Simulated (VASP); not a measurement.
# Si4GePt (P-6m2) in VASP: notebook, part 2 of 2

VASP 6.6.1. Earlier steps stand in the parts before.

**3. Single point, PBE**

This run uses another cell than the first one, of 16.67 Å³/atom.

INCAR

```
SYSTEM = Si4GePt
ALGO = Normal
EDIFF = 1E-7
ENCUT = 520
GGA = PE
ISIF = 2
ISMEAR = 0
LASPH = .True.
LCHARG = .False.
LREAL = .False.
LWAVE = .False.
NBANDS = 29
NELM = 100
PREC = Accurate
SIGMA = 0.1
```

KPOINTS

```
k-points
0
Gamma
  12 12 4
  0 0 0
```

POSCAR

```
Si4GePt
1.0
    3.6054818983      0.0000000000      0.0000000000
   -1.8027409492      3.1224389168      0.0000000000
    0.0000000000      0.0000000000      8.8868585101
Si Ge Pt
4 1 1
Direct
    0.3333333333      0.6666666667      0.6691870560
    0.0000000000      0.0000000000      0.8418717634
    0.0000000000      0.0000000000      0.1581282366
    0.3333333333      0.6666666667      0.3308129440
    0.6666666667      0.3333333333      0.5000000000
    0.6666666667      0.3333333333      0.0000000000
```

Potentials or basis: VASP PAW PBE potentials, release 64 (Si, Ge_d, Pt).

On the command line:

```bash
cat potpaw_PBE.64/Si/POTCAR potpaw_PBE.64/Ge_d/POTCAR potpaw_PBE.64/Pt/POTCAR > POTCAR
mpirun -np 1 vasp_std > vasp.out
```

OUTCAR:

```text
SYSTEM = Si4GePt
   EDIFF = 1E-7
   ENCUT = 520
   GGA = PE
   ISIF = 2
   ISMEAR = 0
   LASPH = .True.
   LREAL = .False.
   NELM = 100
   PREC = Accurate

 ion  position               nearest neighbor table
   1  0.333  0.667  0.669-   5 2.57   5 2.57   5 2.57   2 2.59   2 2.59   2 2.59   4 3.01
   2  0.000  0.000  0.842-   6 2.51   6 2.51   6 2.51   1 2.59   1 2.59   1 2.59   3 2.81
   3  0.000  0.000  0.158-   6 2.51   6 2.51   6 2.51   4 2.59   4 2.59   4 2.59   2 2.81
   4  0.333  0.667  0.331-   5 2.57   5 2.57   5 2.57   3 2.59   3 2.59   3 2.59   1 3.01
   5  0.667  0.333  0.500-   1 2.57   4 2.57   1 2.57   4 2.57   1 2.57   4 2.57
   6  0.667  0.333  0.000-   2 2.51   3 2.51   2 2.51   3 2.51   2 2.51   3 2.51

  LATTYP: Found a hexagonal cell.
 ALAT       =     3.6054818983
 C/A-ratio  =     2.4648185071

  Lattice vectors:

 A1 = (   3.6054818983,   0.0000000000,   0.0000000000)
 A2 = (  -1.8027409492,   3.1224389168,   0.0000000000)
 A3 = (   0.0000000000,   0.0000000000,   8.8868585101)

Analysis of symmetry for initial positions (statically):
=====================================================================
 Subroutine PRICEL returns:
 Original cell was already a primitive cell.
[... 184 lines left out ...]
 Fermi energy:         8.3073794487

 k-point     1 :       0.0000    0.0000    0.0000
  band No.  band energies     occupation
      1     -16.1162      2.00000
      2     -16.1162      2.00000
      3     -16.1068      2.00000
      4     -16.1068      2.00000
      5     -16.0945      2.00000
      6      -4.7566      2.00000
[... 757 lines left out ...]
     28      13.9683      0.00000
     29      15.1524      0.00000

 [... further k-points ...]

------------------------ aborting loop because EDIFF is reached ----------------------------------------

  FORCE on cell =-STRESS in cart. coord.  units (eV):
  Direction    XX          YY          ZZ          XY          YZ          ZX
  --------------------------------------------------------------------------------------
  -------------------------------------------------------------------------------------
  Total       -0.0398654     -0.0398654     -0.0366670      0.0000000      0.0000000      0.0000000
  in kB       -0.6384128     -0.6384128     -0.5871930      0.0000000      0.0000000      0.0000000
  external PRESSURE =      -0.6213395 kB  Pullay stress =       0.0000000 kB

 VOLUME and BASIS-vectors are now :
 -----------------------------------------------------------------------------
  energy-cutoff  :      520.00
  volume of cell :      100.05
      direct lattice vectors                 reciprocal lattice vectors
     3.605481898  0.000000000  0.000000000     0.277355435  0.160131235  0.000000000
    -1.802740949  3.122438917  0.000000000     0.000000000  0.320262470  0.000000000
     0.000000000  0.000000000  8.886858510     0.000000000  0.000000000  0.112525703

 POSITION                                       TOTAL-FORCE (eV/Angst)
 -----------------------------------------------------------------------------------
     -0.00000      2.08163      5.94697         0.000000     -0.000000     -0.002209
      0.00000      0.00000      7.48160         0.000000     -0.000000      0.002699
      0.00000      0.00000      1.40526         0.000000     -0.000000     -0.002699
     -0.00000      2.08163      2.93989         0.000000     -0.000000      0.002209
      1.80274      1.04081      4.44343        -0.000000      0.000000      0.000000
      1.80274      1.04081      0.00000         0.000000      0.000000      0.000000
 -----------------------------------------------------------------------------------
    total drift:                               -0.000002      0.000001      0.000000

  FREE ENERGIE OF THE ION-ELECTRON SYSTEM (eV)
  ---------------------------------------------------
  free  energy   TOTEN  =       -31.6914726382 eV

  energy  without entropy=      -31.6807359087  energy(sigma->0) =      -31.68610427
```

Wall time 89 s (1 thread of Intel Xeon 6975P-C (Granite Rapids), shared host); peak memory 0.32 GiB.

What came out:

| Item | Value |
| --- | --- |
| Free energy | -31.6915 eV |
| Pressure | -0.1 GPa |
| Band gap on the k mesh | zero (bands 20 and 21 overlap by 3.23 eV) |

Forces on the atoms (eV/Å):
```
Si   0.000  0.000 -0.002
Si   0.000  0.000  0.003
Si   0.000  0.000 -0.003
Si   0.000  0.000  0.002
Ge   0.000  0.000  0.000
Pt   0.000  0.000  0.000
```

Levels at points of the mesh, in eV from the Fermi level:
```tsv
k point	band 16	band 17	band 18	band 19	band 20	band 21	band 22	band 23	band 24	band 25
(0.00, 0.00, 0.00)	0.23	0.23	1.31	1.31	1.80	2.00	2.00	2.23	4.06	4.43
(0.50, 0.00, 0.00)	-2.49	-2.31	-1.76	-1.72	-1.44	0.12	0.27	0.32	2.07	2.36
(0.00, 0.00, 0.50)	-0.61	0.17	0.17	1.70	1.70	1.84	1.84	2.41	3.39	3.39
(0.50, 0.00, 0.50)	-3.06	-2.56	-2.17	-1.97	-1.19	0.17	0.55	1.82	2.57	2.79
```

Caveat: spin-orbit coupling is left out, which moves the levels of the heavy elements.

**4. Relaxation of cell and atoms, PBE**

This run uses another cell than the first one, of 16.72 Å³/atom.

INCAR

```
SYSTEM = Si4GePt
PREC = Accurate
ENCUT = 600
EDIFF = 1E-6
ISMEAR = 0
SIGMA = 0.1
LREAL = .False.
LASPH = .True.
NELM = 60
ALGO = Normal
ISIF = 3
LWAVE = .False.
LCHARG = .False.
GGA = PE
IBRION = 2
NSW = 100
EDIFFG = -0.01
```

KPOINTS

```
regular mesh
0
Gamma
  12 12 4
  0 0 0
```

POSCAR

```
Si4GePt
1.0
    3.5735023293      0.0000000000      0.0000000000
   -1.7867511647      3.0947437977      0.0000000000
    0.0000000000      0.0000000000      9.0708439358
Si Ge Pt
4 1 1
Direct
    0.3333333333      0.6666666667      0.6687487395
    0.0000000000      0.0000000000      0.8414380627
    0.0000000000      0.0000000000      0.1585619373
    0.3333333333      0.6666666667      0.3312512605
    0.6666666667      0.3333333333      0.5000000000
    0.6666666667      0.3333333333      0.0000000000
```

Potentials or basis: VASP PAW PBE potentials, release 64 (Si, Ge_d, Pt).

On the command line:

```bash
cat potpaw_PBE.64/Si/POTCAR potpaw_PBE.64/Ge_d/POTCAR potpaw_PBE.64/Pt/POTCAR > POTCAR
mpirun -np 1 vasp_std > vasp.out
```

OUTCAR:

```text
SYSTEM = Si4GePt
   PREC = Accurate
   ENCUT = 600
   EDIFF = 1E-6
   ISMEAR = 0
   LREAL = .False.
   LASPH = .True.
   NELM = 60
   ISIF = 3
   GGA = PE
   IBRION = 2
   NSW = 100
   EDIFFG = -0.01

 ion  position               nearest neighbor table
   1  0.333  0.667  0.669-   5 2.57   5 2.57   5 2.57   2 2.59   2 2.59   2 2.59   4 3.06
   2  0.000  0.000  0.841-   6 2.52   6 2.52   6 2.52   1 2.59   1 2.59   1 2.59   3 2.88
   3  0.000  0.000  0.159-   6 2.52   6 2.52   6 2.52   4 2.59   4 2.59   4 2.59   2 2.88
   4  0.333  0.667  0.331-   5 2.57   5 2.57   5 2.57   3 2.59   3 2.59   3 2.59   1 3.06
   5  0.667  0.333  0.500-   1 2.57   4 2.57   1 2.57   4 2.57   1 2.57   4 2.57
   6  0.667  0.333  0.000-   2 2.52   3 2.52   2 2.52   3 2.52   2 2.52   3 2.52

  LATTYP: Found a hexagonal cell.
 ALAT       =     3.5735023293
 C/A-ratio  =     2.5383623963

  Lattice vectors:

 A1 = (   3.5735023293,   0.0000000000,   0.0000000000)
[... 474 lines left out ...]

  energy without entropy =      -31.68105595  energy(sigma->0) =      -31.68637601

 E-fermi :   8.3136     XC(G=0): -11.0771

 val. band max:        8.3076211126   @ k =   0.1667   0.1667   0.2500
 cond. band min:       8.3560592604   @ k =   0.1667   0.0833   0.0000
 fundamental gap:      0.0484381478
 Fermi energy:         8.3136403253

 k-point     1 :       0.0000    0.0000    0.0000
  band No.  band energies     occupation
      1     -16.1095      2.00000
      2     -16.1095      2.00000
      3     -16.1001      2.00000
      4     -16.1001      2.00000
      5     -16.0879      2.00000
      6      -4.7528      2.00000
[... 637 lines left out ...]
     23      10.0611      0.00000
     24      10.3137      0.00000

 [... further k-points ...]

------------------------ aborting loop because EDIFF is reached ----------------------------------------

  FORCE on cell =-STRESS in cart. coord.  units (eV):
  Direction    XX          YY          ZZ          XY          YZ          ZX
  --------------------------------------------------------------------------------------
  -------------------------------------------------------------------------------------
  Total       -0.0174591     -0.0174591      0.0416837      0.0000000     -0.0000000      0.0000000
  in kB       -0.2797498     -0.2797498      0.6679031      0.0000000     -0.0000000      0.0000000
  external PRESSURE =       0.0361345 kB  Pullay stress =       0.0000000 kB
[... 21 lines left out ...]
  FREE ENERGIE OF THE ION-ELECTRON SYSTEM (eV)
  ---------------------------------------------------
  free  energy   TOTEN  =       -31.6916960808 eV

  energy  without entropy=      -31.6810559471  energy(sigma->0) =      -31.68637601

 reached required accuracy - stopping structural energy minimisation
```

OSZICAR:

```text
N       E                     dE             d eps       ncg     rms          rms(c)
DAV:   1     0.286279881089E+03    0.28628E+03   -0.20047E+04  3224   0.292E+03
DAV:   2     0.479316819396E+01   -0.28149E+03   -0.27569E+03  2872   0.717E+02
DAV:   3    -0.313928056960E+02   -0.36186E+02   -0.35749E+02  3488   0.134E+02
DAV:   4    -0.326439399390E+02   -0.12511E+01   -0.12461E+01  3184   0.267E+01
[... 57 lines left out ...]
       N       E                     dE             d eps       ncg     rms          rms(c)
DAV:   1    -0.316917200877E+02   -0.57101E-04   -0.31264E-03  2776   0.380E-01    0.410E-02
DAV:   2    -0.316917072166E+02    0.12871E-04   -0.13909E-04  3664   0.964E-02    0.237E-02
DAV:   3    -0.316916965866E+02    0.10630E-04   -0.19743E-05  4128   0.409E-02    0.596E-03
DAV:   4    -0.316916960808E+02    0.50574E-06   -0.27758E-06  2384   0.135E-02
   8 F= -.31691696E+02 E0= -.31686376E+02  d E =-.100487E-03
```

Run time: 6.2 min. Hardware: 1 thread of Intel Xeon 6975P-C (Granite Rapids), shared host; peak memory 0.38 GiB.

What came out:

| Property | Result |
| --- | --- |
| Free energy | -31.6917 eV |
| Relaxed volume | 16.67 Å³/atom |
| Relaxed cell | a = 3.606 Å, b = 3.606 Å, c = 8.879 Å, α = 90.00°, β = 90.00°, γ = 120.00° |
| Space group after relaxing (to 0.1 Å) | P-6m2 (No. 187) |
| Energy gained by relaxing | 2.4 meV/atom |
| Ionic steps | 8 |
| Pressure after relaxing | 0.0 GPa |
| Largest force after relaxing | 0.006 eV/Å |
| Band gap on the k mesh | zero (bands 20 and 21 overlap by 3.24 eV) |

Forces on the atoms (eV/Å):
```
Si   0.000  0.000 -0.006
Si   0.000  0.000  0.004
Si   0.000  0.000 -0.004
Si   0.000  0.000  0.006
Ge   0.000  0.000  0.000
Pt   0.000  0.000  0.000
```

The path:
```csv
step,energy change (eV),largest force (eV/Å),pressure (GPa),volume (Å³)
1,0.0000,0.0545,-0.39,100.32
2,-0.0082,0.0177,0.23,99.73
3,-0.0107,0.0369,0.83,99.23
4,-0.0142,0.0331,-0.03,100.00
5,-0.0143,0.0284,0.05,99.95
6,-0.0143,0.0298,-0.02,99.96
7,-0.0143,0.0186,0.00,99.98
8,-0.0144,0.0057,0.00,99.99
```

Final structure:
```
Si Ge Pt
1.0
     3.60598    0.00000    0.00000
    -1.80299    3.12287    0.00000
     0.00000    0.00000    8.87944
Si Ge Pt
4 1 1
Direct
  0.33333 0.66667 0.66932
  0.00000 0.00000 0.84185
  0.00000 0.00000 0.15815
  0.33333 0.66667 0.33068
  0.66667 0.33333 0.50000
  0.66667 0.33333 0.00000
```

Caveat: spin-orbit coupling is left out, which moves the levels of the heavy elements.

**5. The runs side by side**

```tsv
task	cell	k mesh	cutoff (eV)	gap on the mesh (eV)	pressure (GPa)	relaxed volume (Å³/atom)	largest force (eV/Å)
relaxation of cell and atoms	relaxed from a = 2.953, b = 2.953, c = 11.782 Å, angles 90.0, 90.0, 120.0°, 6 atoms, atomic positions A	6 × 6 × 2	600	none	0.0	16.67	0.04
single point	a = 3.605, b = 3.605, c = 8.887 Å, angles 90.0, 90.0, 120.0°, 6 atoms, atomic positions B	12 × 12 × 4	520	none	-0.1	-	-
relaxation of cell and atoms	relaxed from a = 3.574, b = 3.574, c = 9.071 Å, angles 90.0, 90.0, 120.0°, 6 atoms, atomic positions B	12 × 12 × 4	600	none	0.0	16.67	0.01
```

Alike in all rows: level PBE; potentials or basis VASP PAW PBE potentials, release 64 (Si, Ge_d, Pt); no spin polarisation; smearing gaussian 0.1 eV.

Caveats: some runs use coarse meshes; spin-orbit coupling is left out, which moves the levels of the heavy elements; a cell axis changed by over 15 % at a fixed basis, so the end point is rough (at least some runs).

Absolute energies hang on the potentials; compare differences alone.
